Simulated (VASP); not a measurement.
# CuO (Tenorite) (C2/c) in VASP: notebook

Aim: see how the results for CuO (Tenorite) move with the level of theory and the settings. Levels: r2SCAN+U, PBE+D3(BJ), r2SCAN+D4, revPBE+D3(BJ). Tasks: single point.

All numbers are computed with VASP 6.6.1; they aren't measurements. Logs are shortened: lines on timing, memory, paths and dates and some standing lists are left out, and cuts for length are marked.

## 1. The cell of the first run

It takes space group C2/c (No. 15, monoclinic). Conventional cell: a = 4.134 Å, b = 4.103 Å, c = 5.154 Å, α = 90.00°, β = 91.41°, γ = 90.00°. Within 2.6 Å of Cu (site symmetry -1) lie 4 O at 1.94 to 1.95 Å. O (site symmetry 2) has 4 Cu at 1.94 to 1.95 Å and 2 O at 2.58 Å within 2.6 Å.

## 2. Single point, r2SCAN+U

Input file POSCAR:

```
CuO
1.0
    2.0626929991     -2.0515734200      0.1337064281
    2.0626929991      2.0515734200      0.1337064281
   -0.4599252606      0.0000000000      5.1337478097
Cu O
2 2
Direct
    0.5000000000      0.0000000000      0.5000000000
    0.0000000000      0.5000000000      0.0000000000
    0.4925511569      0.5074488431      0.7500000000
    0.5074488431      0.4925511569      0.2500000000
```

Input file INCAR.step1:

```
PREC = Accurate ; ENCUT = 520
ISMEAR = -1 ; SIGMA = 0.05
LREAL = False ; LASPH = True
NELM = 150 ; LMAXMIX = 4
LDAU = True ; LDAUTYPE = 2
LDAUL = 2 -1 ; LDAUU = 6 0
LDAUJ = 0 0 ; NBANDS = 25
GGA = PE ; ALGO = Normal
EDIFF = 1E-4 ; LWAVE = True
LCHARG = False
```

Input file INCAR.step2:

```
PREC = Accurate ; ENCUT = 520
EDIFF = 1E-6 ; ISMEAR = -1
SIGMA = 0.05 ; LREAL = False
LASPH = True ; NELM = 150
ALGO = Normal ; ISIF = 2
LWAVE = False ; LCHARG = True
LMAXMIX = 4 ; LDAU = True
LDAUTYPE = 2 ; LDAUL = 2 -1
LDAUU = 6 0 ; LDAUJ = 0 0
LDAUPRINT = 1 ; METAGGA = R2SCAN
LMIXTAU = True ; LELF = True
LVHAR = True ; NBANDS = 25
ISTART = 1
```

Input file KPOINTS:

```
Automatic mesh
0
Gamma
  10 10 5
```

Potentials or basis: VASP PAW PBE potentials, release 64 (Cu, O).

Started as:

```
> cat potpaw_PBE.64/Cu/POTCAR potpaw_PBE.64/O/POTCAR > POTCAR
> cp INCAR.step1 INCAR
> mpirun -np 1 vasp_std > vasp.out
> cp INCAR.step2 INCAR
> mpirun -np 1 vasp_std > vasp.out
```

OUTCAR:

```text
PREC = Accurate
   ENCUT = 520
   EDIFF = 1E-6
   ISMEAR = -1
   LREAL = False
   LASPH = True
   NELM = 150
   ISIF = 2
   METAGGA = R2SCAN
   ISTART = 1

 ion  position               nearest neighbor table
   1  0.500  0.000  0.500-   3 1.94   4 1.94   4 1.95   3 1.95
   2  0.000  0.500  0.000-   4 1.94   3 1.94   4 1.95   3 1.95
   3  0.493  0.507  0.750-   2 1.94   1 1.94   2 1.95   1 1.95
   4  0.507  0.493  0.250-   1 1.94   2 1.94   2 1.95   1 1.95

  LATTYP: Found a base centered monoclinic cell.
 ALAT       =     4.1340439366
 B/A-ratio  =     0.9925261809
 C/A-ratio  =     1.2467958117
 COS(beta)  =    -0.0246168414

  Lattice vectors:

 A1 = (   2.0626929991,  -2.0515734200,   0.1337064281)
 A2 = (   2.0626929991,   2.0515734200,   0.1337064281)
 A3 = (  -0.4599252606,   0.0000000000,   5.1337478097)

Analysis of symmetry for initial positions (statically):
=====================================================================
 Subroutine PRICEL returns:
 Original cell was already a primitive cell.

 Routine SETGRP: Setting up the symmetry group for a
 base centered monoclinic supercell.

 Subroutine GETGRP returns: Found  4 space group operations
 (whereof  2 operations were pure point group operations)
 out of a pool of  4 trial point group operations.

The static configuration has the point symmetry S_2 .
 The point group associated with its full space group is C_2h.

Analysis of symmetry for dynamics (positions and initial velocities):
=====================================================================
 Subroutine PRICEL returns:
 Original cell was already a primitive cell.

 Routine SETGRP: Setting up the symmetry group for a
 base centered monoclinic supercell.

 Subroutine GETGRP returns: Found  4 space group operations
 (whereof  2 operations were pure point group operations)
 out of a pool of  4 trial point group operations.

The dynamic configuration has the point symmetry S_2 .
 The point group associated with its full space group is C_2h.

 Subroutine INISYM returns: Found  4 space group operations
 (whereof  2 operations are pure point group operations),
 and found     1 'primitive' translations

----------------------------------------------------------------------------------------

                                     Primitive cell

  volume of cell :      43.7020

  direct lattice vectors                    reciprocal lattice vectors
     2.062692999 -2.051573420  0.133706428     0.241002001 -0.243715382  0.021591031
     2.062692999  2.051573420  0.133706428     0.241002001  0.243715382  0.021591031
    -0.459925261  0.000000000  5.133747810    -0.012553603  0.000000000  0.193664807

  length of vectors
     2.912307215  2.912307215  5.154308665     0.343431688  0.343431688  0.194071251

  position of ions in fractional coordinates (direct lattice)
     0.500000000  0.000000000  0.500000000
     0.000000000  0.500000000  0.000000000
     0.492551157  0.507448843  0.750000000
     0.507448843  0.492551157  0.250000000

  ion indices of the primitive-cell ions
   primitive index   ion index
                 1           1
                 2           2
                 3           3
                 4           4

[... 100 lines left out ...]
   METAGGA = R2SCAN    functional components
   LHFCALC =     F    Hartree Fock is set to
   AEXX    =    0.0000 exact exchange contribution
   IVDW    =     0    specifies the selected vdW correction
   LEPSILON=     F    determine dielectric tensor
   LRPA    =     F    only Hartree local field effects (RPA)
 non-spin polarized calculation
  energy-cutoff  :      520.00
  volume of cell :       43.70
 maximum number of plane-waves:      1193
 NGX is ok and might be reduce to    24
   NGX = 11   NGY = 11   NGZ = 19

atom =   1  type =  1  l = 2

 onsite density matrix

spin component  1

  0.9537  0.0042 -0.0126  0.0078 -0.0007
  0.0042  0.8824 -0.0112 -0.0860  0.0090
 -0.0126 -0.0112  0.9726 -0.0107  0.0011
  0.0078 -0.0860 -0.0107  0.8831  0.0091
 -0.0007  0.0090  0.0011  0.0091  0.9684

spin component  2

  0.9537  0.0042 -0.0126  0.0078 -0.0007
  0.0042  0.8824 -0.0112 -0.0860  0.0090
 -0.0126 -0.0112  0.9726 -0.0107  0.0011
  0.0078 -0.0860 -0.0107  0.8831  0.0091
 -0.0007  0.0090  0.0011  0.0091  0.9684

 occupancies and eigenvectors

  o =  0.7941  v = -0.0465  0.7031  0.0833  0.7009 -0.0735  0.0000  0.0000  0.0000  0.0000  0.0000      0.0000  0.0000  0.0000  0.0000  0.0000  0.0000  0.0000  0.0000  0.0000  0.0000
  o =  0.7941  v =  0.0000  0.0000  0.0000  0.0000  0.0000 -0.0465  0.7031  0.0833  0.7009 -0.0735      0.0000  0.0000  0.0000  0.0000  0.0000  0.0000  0.0000  0.0000  0.0000  0.0000
  o =  0.9471  v =  0.8886  0.0829  0.4446 -0.0765  0.0050  0.0000  0.0000  0.0000  0.0000  0.0000      0.0000  0.0000  0.0000  0.0000  0.0000  0.0000  0.0000  0.0000  0.0000  0.0000
  o =  0.9471  v =  0.0000  0.0000  0.0000  0.0000  0.0000  0.8886  0.0829  0.4446 -0.0765  0.0050      0.0000  0.0000  0.0000  0.0000  0.0000  0.0000  0.0000  0.0000  0.0000  0.0000
  o =  0.9689  v =  0.0667 -0.6983  0.1144  0.6683 -0.2194  0.0000  0.0000  0.0000  0.0000  0.0000      0.0000  0.0000  0.0000  0.0000  0.0000  0.0000  0.0000  0.0000  0.0000  0.0000
  o =  0.9689  v =  0.0000  0.0000  0.0000  0.0000  0.0000  0.0667 -0.6983  0.1144  0.6683 -0.2194      0.0000  0.0000  0.0000  0.0000  0.0000  0.0000  0.0000  0.0000  0.0000  0.0000
  o =  0.9694  v =  0.0082 -0.1048  0.0274  0.2045  0.9728  0.0000  0.0000  0.0000  0.0000  0.0000      0.0000  0.0000  0.0000  0.0000  0.0000  0.0000  0.0000  0.0000  0.0000  0.0000
  o =  0.9694  v =  0.0000  0.0000  0.0000  0.0000  0.0000  0.0082 -0.1048  0.0274  0.2045  0.9728      0.0000  0.0000  0.0000  0.0000  0.0000  0.0000  0.0000  0.0000  0.0000  0.0000
  o =  0.9807  v =  0.0000  0.0000  0.0000  0.0000  0.0000 -0.4514 -0.0143  0.8840 -0.1204  0.0026      0.0000  0.0000  0.0000  0.0000  0.0000  0.0000  0.0000  0.0000  0.0000  0.0000
  o =  0.9807  v = -0.4514 -0.0143  0.8840 -0.1204  0.0026  0.0000  0.0000  0.0000  0.0000  0.0000      0.0000  0.0000  0.0000  0.0000  0.0000  0.0000  0.0000  0.0000  0.0000  0.0000

atom =   2  type =  1  l = 2

 onsite density matrix

spin component  1

  0.9537  0.0042  0.0126 -0.0078  0.0007
  0.0042  0.8824  0.0112  0.0860 -0.0090
  0.0126  0.0112  0.9726 -0.0107  0.0011
 -0.0078  0.0860 -0.0107  0.8831  0.0091
  0.0007 -0.0090  0.0011  0.0091  0.9684

spin component  2

  0.9537  0.0042  0.0126 -0.0078  0.0007
  0.0042  0.8824  0.0112  0.0860 -0.0090
  0.0126  0.0112  0.9726 -0.0107  0.0011
 -0.0078  0.0860 -0.0107  0.8831  0.0091
  0.0007 -0.0090  0.0011  0.0091  0.9684

 occupancies and eigenvectors

  o =  0.7941  v =  0.0465 -0.7031  0.0833  0.7009 -0.0735  0.0000  0.0000  0.0000  0.0000  0.0000      0.0000  0.0000  0.0000  0.0000  0.0000  0.0000  0.0000  0.0000  0.0000  0.0000
  o =  0.7941  v =  0.0000  0.0000  0.0000  0.0000  0.0000  0.0465 -0.7031  0.0833  0.7009 -0.0735      0.0000  0.0000  0.0000  0.0000  0.0000  0.0000  0.0000  0.0000  0.0000  0.0000
  o =  0.9471  v = -0.8886 -0.0829  0.4446 -0.0765  0.0050  0.0000  0.0000  0.0000  0.0000  0.0000      0.0000  0.0000  0.0000  0.0000  0.0000  0.0000  0.0000  0.0000  0.0000  0.0000
  o =  0.9471  v =  0.0000  0.0000  0.0000  0.0000  0.0000 -0.8886 -0.0829  0.4446 -0.0765  0.0050      0.0000  0.0000  0.0000  0.0000  0.0000  0.0000  0.0000  0.0000  0.0000  0.0000
  o =  0.9689  v = -0.0667  0.6983  0.1144  0.6683 -0.2194  0.0000  0.0000  0.0000  0.0000  0.0000      0.0000  0.0000  0.0000  0.0000  0.0000  0.0000  0.0000  0.0000  0.0000  0.0000
  o =  0.9689  v =  0.0000  0.0000  0.0000  0.0000  0.0000 -0.0667  0.6983  0.1144  0.6683 -0.2194      0.0000  0.0000  0.0000  0.0000  0.0000  0.0000  0.0000  0.0000  0.0000  0.0000
  o =  0.9694  v = -0.0082  0.1048  0.0274  0.2045  0.9728  0.0000  0.0000  0.0000  0.0000  0.0000      0.0000  0.0000  0.0000  0.0000  0.0000  0.0000  0.0000  0.0000  0.0000  0.0000
  o =  0.9694  v =  0.0000  0.0000  0.0000  0.0000  0.0000 -0.0082  0.1048  0.0274  0.2045  0.9728      0.0000  0.0000  0.0000  0.0000  0.0000  0.0000  0.0000  0.0000  0.0000  0.0000
  o =  0.9807  v =  0.0000  0.0000  0.0000  0.0000  0.0000  0.4514  0.0143  0.8840 -0.1204  0.0026      0.0000  0.0000  0.0000  0.0000  0.0000  0.0000  0.0000  0.0000  0.0000  0.0000
  o =  0.9807  v =  0.4514  0.0143  0.8840 -0.1204  0.0026  0.0000  0.0000  0.0000  0.0000  0.0000      0.0000  0.0000  0.0000  0.0000  0.0000  0.0000  0.0000  0.0000  0.0000  0.0000

 number of electron      33.9999988 magnetization

 Free energy of the ion-electron system (eV)
  ---------------------------------------------------
  ext. energy  EPLUGINS =         0.00000000
  ---------------------------------------------------
  free energy    TOTEN  =       -32.55582013 eV

  energy without entropy =      -32.53559874  energy(sigma->0) =      -32.54570943

 E-fermi :   4.2795     XC(G=0): -12.0046

 val. band max:        4.2747887887   @ k =   0.4000   0.1000   0.0000
 cond. band min:       4.2826696281   @ k =  -0.1000   0.1000   0.4000
 fundamental gap:      0.0078808394
 Fermi energy:         4.2795024345

 k-point     1 :       0.0000    0.0000    0.0000
  band No.  band energies     occupation
      1     -16.3612      2.00000
      2     -15.0679      2.00000
      3      -4.0914      2.00000
      4      -1.5634      2.00000
      5      -1.5512      2.00000
      6      -0.6445      2.00000
[... 661 lines left out ...]
     24      17.5508      0.00000
     25      18.9546      0.00000

 [... further k-points ...]

------------------------ aborting loop because EDIFF is reached ----------------------------------------

  FORCE on cell =-STRESS in cart. coord.  units (eV):
  Direction    XX          YY          ZZ          XY          YZ          ZX
  --------------------------------------------------------------------------------------
  -------------------------------------------------------------------------------------
  Total       -1.4006401     -1.3811549     -1.7982564      0.0000000      0.0000000      0.0688418
  in kB      -51.3494958    -50.6351404    -65.9266866      0.0000000      0.0000000      2.5238392
  external PRESSURE =     -55.9704409 kB  Pullay stress =       0.0000000 kB

 VOLUME and BASIS-vectors are now :
 -----------------------------------------------------------------------------
  energy-cutoff  :      520.00
  volume of cell :       43.70
      direct lattice vectors                 reciprocal lattice vectors
     2.062692999 -2.051573420  0.133706428     0.241002001 -0.243715382  0.021591031
     2.062692999  2.051573420  0.133706428     0.241002001  0.243715382  0.021591031
    -0.459925261  0.000000000  5.133747810    -0.012553603  0.000000000  0.193664807

 POSITION                                       TOTAL-FORCE (eV/Angst)
 -----------------------------------------------------------------------------------
      0.80138     -1.02579      2.63373         0.000000      0.000000      0.000000
      1.03135      1.02579      0.06685         0.000000      0.000000      0.000000
      1.71775      0.03056      3.98402         0.000000     -0.007630     -0.000000
      1.94771     -0.03056      1.41714        -0.000000      0.007630      0.000000
 -----------------------------------------------------------------------------------
    total drift:                                0.000000     -0.000000     -0.000000

  FREE ENERGIE OF THE ION-ELECTRON SYSTEM (eV)
  ---------------------------------------------------
  free  energy   TOTEN  =       -32.5558201294 eV

  energy  without entropy=      -32.5355987392  energy(sigma->0) =      -32.54570943
```

It took 2.6 min on 1 thread of Intel Xeon 6975P-C (Granite Rapids), shared host; peak memory 0.26 GiB.

What came out:

```yaml
Free_energy: -32.5558 eV
Pressure: -5.6 GPa
Largest_force: 0.008 eV/Å
Band_gap_on_the_k_mesh: zero (band 17 reaches 4.97 eV, above the bottom of band 18 at 3.94 eV)
```

Forces on the atoms (eV/Å):
```
Cu   0.000  0.000  0.000
Cu   0.000  0.000  0.000
O    0.000 -0.008  0.000
O    0.000  0.008  0.000
```

Stress tensor (GPa, compression positive):
```
-5.13  0.00  0.25
 0.00 -5.06  0.00
 0.25  0.00 -6.59
```

Eigenvalues of the final occupation matrices:
| site | spin | trace | eigenvalues |
| --- | --- | --- | --- |
| site 1 d | 1 | 4.66 | 0.79 0.95 0.97 0.97 0.98 |
| site 1 d | 2 | 4.66 | 0.79 0.95 0.97 0.97 0.98 |
| site 2 d | 1 | 4.66 | 0.79 0.95 0.97 0.97 0.98 |
| site 2 d | 2 | 4.66 | 0.79 0.95 0.97 0.97 0.98 |

Caveat: the PAW data sets were made with another functional, which shifts forces and pressure a little; U without spin polarisation on a metal has little footing.

## 3. Single point, PBE+D3(BJ)

This run uses another cell than the first one, of 10.90 Å³/atom, 0.997 times its volume.

Input file INCAR:

```
PREC = Accurate
ENCUT = 520
EDIFF = 1E-7
ISMEAR = -1
SIGMA = 0.05
LREAL = F
LASPH = T
NELM = 100
ALGO = Normal
ISIF = 2
LWAVE = F
LCHARG = F
GGA = PE
IVDW = 12
NBANDS = 25
```

Input file KPOINTS:

```
regular mesh
0
Gamma
  10 10 5
```

Input file POSCAR:

```
CuO
1.0
    2.0589314646     -2.0527029453      0.1604158709
    2.0589314646      2.0527029453      0.1604158709
   -0.4008735364      0.0000000000      5.1258110001
Cu O
2 2
Direct
    0.5000000000      0.0000000000      0.5000000000
    0.0000000000      0.5000000000      0.0000000000
    0.4999438499      0.5000561501      0.7500000000
    0.5000561501      0.4999438499      0.2500000000
```

Potentials or basis: VASP PAW PBE potentials, release 64 (Cu, O).

Started as:

```
> cat potpaw_PBE.64/Cu/POTCAR potpaw_PBE.64/O/POTCAR > POTCAR
> mpirun -np 1 vasp_std > vasp.out
```

It took 2.3 min on 1 thread of Intel Xeon Platinum 8259CL at 2.50GHz (Skylake/Cascade Lake), shared host; peak memory 0.26 GiB.

Results (log left out):

* Free energy: -20.7704 eV
* Pressure: 0.7 GPa
* Band gap on the k mesh: zero (band 17 reaches 5.77 eV, above the bottom of band 18 at 4.83 eV)
* Dispersion energy per atom: -0.263 eV

Stress tensor (GPa, compression positive):
```
 0.56  0.00 -0.03
 0.00  0.61  0.00
-0.03  0.00  1.03
```

Levels at points of the mesh, in eV from the Fermi level:
| k point | band 15 | band 16 | band 17 | band 18 | band 19 | band 20 |
| --- | --- | --- | --- | --- | --- | --- |
| (0.00, 0.00, 0.00) | -2.32 | -1.96 | 0.69 | 0.70 | 1.48 | 6.16 |
| (0.50, 0.00, 0.00) | -1.59 | -1.51 | 0.24 | 0.48 | 3.67 | 5.96 |
| (0.50, 0.50, 0.00) | -1.60 | -1.20 | -1.20 | 1.17 | 2.13 | 7.20 |

Caveat: semilocal functionals often make such compounds metallic where correlation or magnetic order opens a gap, which also shifts bond lengths; pairwise dispersion overbinds metals, which lowers pressure and volume.

(Part 1 of 2 ends here.)
